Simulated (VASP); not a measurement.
Write the native input for VASP 6.6.1 that does the following.

```
Task                   : relaxation of cell and atoms
Functional             : LDA
Potentials or basis    : VASP PAW LDA potentials, release 64 (Si, Ni)
Cutoff                 : 600 eV
k mesh                 : 8 × 8 × 8
Occupations            : gaussian, width 0.1 eV
Spin                   : no spin polarisation
Dipole correction      : no
Further INCAR settings : ALGO = Normal; EDIFF = 1e-06; IBRION = 2; EDIFFG = -0.005; NSW = 100; ISIF = 3
```

The structure of SiNi lies in POSCAR:

```
SiNi
1.0
    4.4272270926      0.0000000000      0.0000000000
    0.0000000000      4.4272270926      0.0000000000
    0.0000000000      0.0000000000      4.4272270926
Si Ni
4 4
Direct
    0.6536710298      0.1536710298      0.3463289702
    0.1536710298      0.3463289702      0.6536710298
    0.3463289702      0.6536710298      0.1536710298
    0.8463289702      0.8463289702      0.8463289702
    0.3504371293      0.8504371293      0.6495628707
    0.8504371293      0.6495628707      0.3504371293
    0.6495628707      0.3504371293      0.8504371293
    0.1495628707      0.1495628707      0.1495628707
```

One way to write it, as run:

INCAR

```
PREC     = Accurate       # precision mode
ENCUT    = 600            # plane-wave cutoff, eV
EDIFF    = 1E-6           # SCF threshold, eV
ISMEAR   = 0              # smearing method
SIGMA    = 0.1            # smearing width, eV
LREAL    = F              # projectors in reciprocal space
LASPH    = T              # aspherical terms in the spheres
NELM     = 100            # most SCF steps
ALGO     = Normal         # electronic algorithm
ISIF     = 3              # what is computed and relaxed
LWAVE    = F              # write WAVECAR
LCHARG   = F              # write CHGCAR
IBRION   = 2              # ionic algorithm
NSW      = 100            # ionic steps
EDIFFG   = -0.005         # ionic threshold
```

KPOINTS

```
regular mesh
0
Gamma
  8 8 8
```

Potentials or basis: VASP PAW LDA potentials, release 64 (Si, Ni).

Run with:

```console
$ cat potpaw_LDA.64/Si/POTCAR potpaw_LDA.64/Ni/POTCAR > POTCAR
$ mpirun -np 1 vasp_std > vasp.out
```

It gave:

| Property | Result |
| --- | --- |
| Relaxed volume | 10.89 Å³/atom |
| Relaxed cell | a = 4.433 Å, b = 4.433 Å, c = 4.433 Å, α = 90.00°, β = 90.00°, γ = 90.00° |
| Space group after relaxing (to 0.1 Å) | P2_13 (No. 198) |
| Energy gained by relaxing | 0.1 meV/atom |
| Ionic steps | 5 |
| Pressure after relaxing | -0.1 GPa |
| Band gap on the k mesh | zero (bands 28 and 29 overlap by 1.27 eV) |

Run time: 11 min on 1 thread of AMD EPYC 7R13, on a shared host, peak memory 0.26 GiB.
